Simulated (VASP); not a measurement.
# Ba4N (Pm-3m) in VASP: a series of runs, part 2 of 2

VASP 6.6.1. Earlier steps stand in the parts before.

### Step 3. Relaxation of cell and atoms, PBE

This run uses another cell than the first one, of 41.10 Å³/atom.

Input file INCAR:

```
SYSTEM = Ba4N
ALGO = Normal
EDIFF = 1E-7
EDIFFG = -0.01
ENCUT = 600
GGA = PE
IBRION = 2
ISIF = 3
ISMEAR = 0
LASPH = .TRUE.
LCHARG = .FALSE.
LREAL = .FALSE.
LWAVE = .FALSE.
NELM = 80
NSW = 100
PREC = Accurate
SIGMA = 0.1
```

Input file KPOINTS:

```
k-points
0
G
  6 6 6
  0 0 0
```

Input file POSCAR:

```
Ba4N
1.0
    5.9010935050      0.0000000000      0.0000000000
    0.0000000000      5.9010935050      0.0000000000
    0.0000000000      0.0000000000      5.9010935050
Ba N
4 1
Direct
    0.0000000000      0.5000000000      0.5000000000
    0.5000000000      0.0000000000      0.5000000000
    0.5000000000      0.5000000000      0.0000000000
    0.0000000000      0.0000000000      0.0000000000
    0.5000000000      0.5000000000      0.5000000000
```

Potentials or basis: VASP PAW PBE potentials, release 64 (Ba_sv, N).

Command:

```console
cat potpaw_PBE.64/Ba_sv/POTCAR potpaw_PBE.64/N/POTCAR > POTCAR
mpirun -np 1 vasp_std > vasp.out
```

OUTCAR:

```text
SYSTEM = Ba4N
   EDIFF = 1E-7
   EDIFFG = -0.01
   ENCUT = 600
   GGA = PE
   IBRION = 2
   ISIF = 3
   ISMEAR = 0
   LASPH = .TRUE.
   LREAL = .FALSE.
   NELM = 80
   NSW = 100
   PREC = Accurate

 ion  position               nearest neighbor table
   1  0.000  0.500  0.500-   5 2.95   5 2.95   4 4.17   2 4.17   3 4.17   4 4.17   2 4.17   4 4.17
                             4 4.17   2 4.17   3 4.17   3 4.17   3 4.17   2 4.17
   2  0.500  0.000  0.500-   5 2.95   5 2.95   4 4.17   1 4.17   3 4.17   4 4.17   1 4.17   3 4.17
                             3 4.17   3 4.17   1 4.17   4 4.17   4 4.17   1 4.17
   3  0.500  0.500  0.000-   5 2.95   5 2.95   4 4.17   1 4.17   1 4.17   2 4.17   2 4.17   2 4.17
                             4 4.17   2 4.17   1 4.17   4 4.17   1 4.17   4 4.17
   4  0.000  0.000  0.000-   1 4.17   2 4.17   3 4.17   1 4.17   2 4.17   1 4.17   3 4.17   1 4.17
                             2 4.17   3 4.17   2 4.17   3 4.17
   5  0.500  0.500  0.500-   1 2.95   2 2.95   3 2.95   3 2.95   2 2.95   1 2.95

  LATTYP: Found a simple cubic cell.
 ALAT       =     5.9010935050

  Lattice vectors:

 A1 = (   5.9010935050,   0.0000000000,   0.0000000000)
 A2 = (   0.0000000000,   5.9010935050,   0.0000000000)
 A3 = (   0.0000000000,   0.0000000000,   5.9010935050)

Analysis of symmetry for initial positions (statically):
=====================================================================
 Subroutine PRICEL returns:
 Original cell was already a primitive cell.

 Routine SETGRP: Setting up the symmetry group for a
 simple cubic supercell.

 Subroutine GETGRP returns: Found 48 space group operations
 (whereof 48 operations were pure point group operations)
 out of a pool of 48 trial point group operations.

The static configuration has the point symmetry O_h .

Analysis of symmetry for dynamics (positions and initial velocities):
=====================================================================
 Subroutine PRICEL returns:
 Original cell was already a primitive cell.

 Routine SETGRP: Setting up the symmetry group for a
 simple cubic supercell.

 Subroutine GETGRP returns: Found 48 space group operations
 (whereof 48 operations were pure point group operations)
 out of a pool of 48 trial point group operations.

The dynamic configuration has the point symmetry O_h .

 Subroutine INISYM returns: Found 48 space group operations
 (whereof 48 operations are pure point group operations),
 and found     1 'primitive' translations

----------------------------------------------------------------------------------------

                                     Primitive cell

  volume of cell :     205.4932

  direct lattice vectors                    reciprocal lattice vectors
     5.901093505  0.000000000  0.000000000     0.169460118  0.000000000  0.000000000
     0.000000000  5.901093505  0.000000000     0.000000000  0.169460118  0.000000000
     0.000000000  0.000000000  5.901093505     0.000000000  0.000000000  0.169460118

  length of vectors
     5.901093505  5.901093505  5.901093505     0.169460118  0.169460118  0.169460118

  position of ions in fractional coordinates (direct lattice)
     0.000000000  0.500000000  0.500000000
     0.500000000  0.000000000  0.500000000
     0.500000000  0.500000000  0.000000000
     0.000000000  0.000000000  0.000000000
     0.500000000  0.500000000  0.500000000

  ion indices of the primitive-cell ions
   primitive index   ion index
                 1           1
                 2           2
                 3           3
                 4           4
                 5           5

----------------------------------------------------------------------------------------

 KPOINTS: k-points

Automatic generation of k-mesh.
 Grid dimensions read from file:
 generate k-points for:    6    6    6

 Generating k-lattice:

  Cartesian coordinates                     Fractional coordinates (reciprocal lattice)
     0.028243353  0.000000000  0.000000000     0.166666667  0.000000000  0.000000000
     0.000000000  0.028243353  0.000000000     0.000000000  0.166666667  0.000000000
     0.000000000  0.000000000  0.028243353     0.000000000  0.000000000  0.166666667

  Length of vectors
     0.028243353  0.028243353  0.028243353

  Shift w.r.t. Gamma in fractional coordinates (k-lattice)
     0.000000000  0.000000000  0.000000000

 Subroutine IBZKPT returns following result:
 ===========================================

 Found     20 irreducible k-points:

 Following reciprocal coordinates:
            Coordinates               Weight
  0.000000  0.000000  0.000000      1.000000
  0.166667  0.000000  0.000000      6.000000
  0.333333  0.000000  0.000000      6.000000
  0.500000  0.000000  0.000000      3.000000
  0.166667  0.166667  0.000000     12.000000
  0.333333  0.166667  0.000000     24.000000
[... 12 lines left out ...]
  0.500000  0.500000  0.333333      6.000000
  0.500000  0.500000  0.500000      1.000000
   k-points           NKPTS =     20   k-points in BZ     NKDIM =     20   number of bands    NBANDS=     27
   number of dos      NEDOS =    301   number of ions     NIONS =      5
   total plane-waves  NPLWV = 110592
   dimension x,y,z NGX =    48 NGY =   48 NGZ =   48
   dimension x,y,z NGXF=    96 NGYF=   96 NGZF=   96
   ions per type =               4   1
   NGX,Y,Z   is equivalent  to a cutoff of  13.52, 13.52, 13.52 a.u.
   NGXF,Y,Z  is equivalent  to a cutoff of  27.05, 27.05, 27.05 a.u.
 SYSTEM =  Ba4N
   PREC   = accura    normal or accurate (medium, high low for compatibility)
   ISTART =      0    job   : 0-new  1-cont  2-samecut
   ICHARG =      2    charge: 1-file 2-atom 10-const
   ISPIN  =      1    spin polarized calculation?
   LNONCOLLINEAR =      F non collinear calculations
   LSORBIT =      F    spin-orbit coupling
   LASPH  =      T    aspherical Exc in radial PAW
   ENCUT  =  600.0 eV  44.10 Ry    6.64 a.u.  11.79 11.79 11.79*2*pi/ulx,y,z
   NELM   =     80;   NELMIN=  2; NELMDL= -5     # of ELM steps
   EDIFF  = 0.1E-06   stopping-criterion for ELM
   LREAL  =      F    real-space projection
   EDIFFG = -.1E-01   stopping-criterion for IOM
   NSW    =    100    number of steps for IOM
   IBRION =      2    ionic relax: 0-MD 1-quasi-New 2-CG
   NFREE  =      1    steps in history (QN), initial steepest desc. (CG)
   ISIF   =      3    stress and relaxation
   ISYM   =      2    0-nonsym 1-usesym 2-fastsym
   POTIM  = 0.5000    time-step for ionic-motion
   TEBEG  =    0.0;   TEEND  =   0.0 temperature during run
   PSTRESS=    0.0 pullay stress
   NELECT =      45.0000    total number of electrons
   NUPDOWN=      -1.0000    fix difference up-down
   EMIN   =  10.00;   EMAX   =-10.00  energy-range for DOS
   EFERMI =   0.00;   METHOD = LEGACY
   ISMEAR =     0;   SIGMA  =   0.10  broadening in eV -4-tet -1-fermi 0-gaus
   EFERMI_NEDOS =   21; number of points for ismear=-14 and -15
   IALGO  =     38    algorithm
   IMIX   =      4    mixing-type and parameters
     AMIX     =   0.40;   BMIX     =  1.00
     AMIX_MAG =   1.60;   BMIX_MAG =  1.00
  volume/ion in A,a.u.               =      41.10       277.35
  Fermi-wavevector in a.u.,A,eV,Ry     =   0.986764  1.864713 13.248029  0.973703
  Thomas-Fermi vector in A             =   2.118168
   LORBIT       =      0    0 simple, 1 ext, 2 COOP (PROOUT), +10 PAW based schemes
   GGA     = PE    functional components
   LHFCALC =     F    Hartree Fock is set to
   AEXX    =    0.0000 exact exchange contribution
   IVDW    =     0    specifies the selected vdW correction
   LEPSILON=     F    determine dielectric tensor
   LRPA    =     F    only Hartree local field effects (RPA)
 conjugate gradient relaxation of ions
 non-spin polarized calculation
 Gauss-broadening in eV      SIGMA  =   0.10
  energy-cutoff  :      600.00
  volume of cell :      205.49
 maximum number of plane-waves:      6892
 NGX is ok and might be reduce to    48
   NGX = 23   NGY = 23   NGZ = 23

--------------------------------------- Ionic step        1  -------------------------------------------

 number of electron      45.0000004 magnetization

 Free energy of the ion-electron system (eV)
  ---------------------------------------------------
  ext. energy  EPLUGINS =         0.00000000
  ---------------------------------------------------
  free energy    TOTEN  =       -16.02077013 eV

  energy without entropy =      -15.99140695  energy(sigma->0) =      -16.00608854

------------------------ aborting loop because EDIFF is reached ----------------------------------------

  FORCE on cell =-STRESS in cart. coord.  units (eV):
  Direction    XX          YY          ZZ          XY          YZ          ZX
  --------------------------------------------------------------------------------------
  -------------------------------------------------------------------------------------
  Total        0.7359022      0.7359022      0.7359022     -0.0000000      0.0000000     -0.0000000
  in kB        5.7376391      5.7376391      5.7376391     -0.0000000      0.0000000     -0.0000000
  external PRESSURE =       5.7376391 kB  Pullay stress =       0.0000000 kB
[... 63 lines left out ...]
  energy  without entropy=      -16.0020058099  energy(sigma->0) =      -16.01628529

--------------------------------------- Ionic step        3  -------------------------------------------

 number of electron      45.0000008 magnetization

 Free energy of the ion-electron system (eV)
  ---------------------------------------------------
  ext. energy  EPLUGINS =         0.00000000
  ---------------------------------------------------
  free energy    TOTEN  =       -16.03128309 eV

  energy without entropy =      -16.00295199  energy(sigma->0) =      -16.01711754

 E-fermi :   2.3681     XC(G=0):  -8.1890

 val. band max:        2.3609925607   @ k =   0.3333   0.3333   0.1667
 cond. band min:       2.3917455425   @ k =   0.5000   0.5000   0.5000
 fundamental gap:      0.0307529818
 Fermi energy:         2.3681364894

 k-point     1 :       0.0000    0.0000    0.0000
  band No.  band energies     occupation
      1     -26.5648      2.00000
      2     -25.8362      2.00000
      3     -25.7520      2.00000
      4     -25.7520      2.00000
      5     -11.8973      2.00000
      6     -11.8973      2.00000
[... 621 lines left out ...]
  FREE ENERGIE OF THE ION-ELECTRON SYSTEM (eV)
  ---------------------------------------------------
  free  energy   TOTEN  =       -16.0312830939 eV

  energy  without entropy=      -16.0029519903  energy(sigma->0) =      -16.01711754

 reached required accuracy - stopping structural energy minimisation
```

Wall time 4.2 min (1 thread of AMD EPYC 9R45 (Zen 5), shared host); peak memory 0.37 GiB.

Results:

* Free energy: -16.0313 eV
* Relaxed volume: 42.31 Å³/atom
* Relaxed cell: a = 5.958 Å, b = 5.958 Å, c = 5.958 Å, α = 90.00°, β = 90.00°, γ = 90.00°
* Space group after relaxing (to 0.1 Å): Pm-3m (No. 221)
* Energy gained by relaxing: 2.1 meV/atom
* Ionic steps: 3
* Pressure after relaxing: 0.0 GPa
* Band gap on the k mesh: zero (an odd number of electrons rules out a gap without spin polarisation)

The path:
```
step  energy change (eV)  largest force (eV/Å)  pressure (GPa)  volume (Å³)
   1              0.0000                0.0000            0.57       205.49
   2             -0.0098                0.0000            0.14       209.90
   3             -0.0105                0.0000            0.00       211.53
```

Final structure:
```
CELL_PARAMETERS angstrom
5.95828 0.00000 0.00000
0.00000 5.95828 0.00000
0.00000 0.00000 5.95828
ATOMIC_POSITIONS crystal
Ba 0.00000 0.50000 0.50000
Ba 0.50000 0.00000 0.50000
Ba 0.50000 0.50000 0.00000
Ba 0.00000 0.00000 0.00000
N 0.50000 0.50000 0.50000
```

Caveat: spin-orbit coupling is left out, which moves the levels of the heavy elements.

The gap in the log of VASP goes by the Fermi energy; the results here count the filled bands.